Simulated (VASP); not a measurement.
Wanted: the native input for a VASP 6.6.1 run.

| Quantity | Value |
| --- | --- |
| Task | single point |
| Functional | PBE |
| Potentials or basis | VASP PAW PBE potentials, release 64 (Ga_d, Sb) |
| Cutoff | 520 eV |
| k mesh | 6 × 6 × 6 |
| Occupations | fermi-dirac, width 0.01 eV |
| Spin | no spin polarisation |
| Dipole correction | no |
| Further INCAR settings | ALGO = Normal; EDIFF = 1e-06; NBANDS = 16 |

The structure of GaSb lies in POSCAR:

```
GaSb
1.0
    0.0000000000      3.1096910830      3.1096910830
    3.1096910830      0.0000000000      3.1096910830
    3.1096910830      3.1096910830      0.0000000000
Ga Sb
1 1
Direct
    0.0000000000      0.0000000000      0.0000000000
    0.2500000000      0.2500000000      0.2500000000
```

One way to write it, as run:

INCAR

```
SYSTEM = GaSb
  PREC = Accurate
  ENCUT = 520
  EDIFF = 1E-6
  ISMEAR = -1
  SIGMA = 0.01
  LREAL = .False.
  LASPH = .True.
  NELM = 60
  ALGO = Normal
  ISIF = 2
  LWAVE = .False.
  LCHARG = .True.
  GGA = PE
  LELF = .True.
  LVHAR = .True.
  NBANDS = 16
```

KPOINTS

```
Automatic mesh
0
Gamma
  6 6 6
  0 0 0
```

Potentials or basis: VASP PAW PBE potentials, release 64 (Ga_d, Sb).

Command:

```console
$ cat potpaw_PBE.64/Ga_d/POTCAR potpaw_PBE.64/Sb/POTCAR > POTCAR
$ mpirun -np 1 vasp_std > vasp.out
```

Results of the run:

The pressure is 0.0 GPa and the band gap on the k mesh is zero (filled and empty bands touch).

Caveat: spin-orbit coupling is left out, which moves the levels of the heavy elements.

Wall time 8.7 s on 1 thread of Intel(R) Xeon(R) 6975P-C (Granite Rapids) (shared host), peak memory 0.2 GiB.
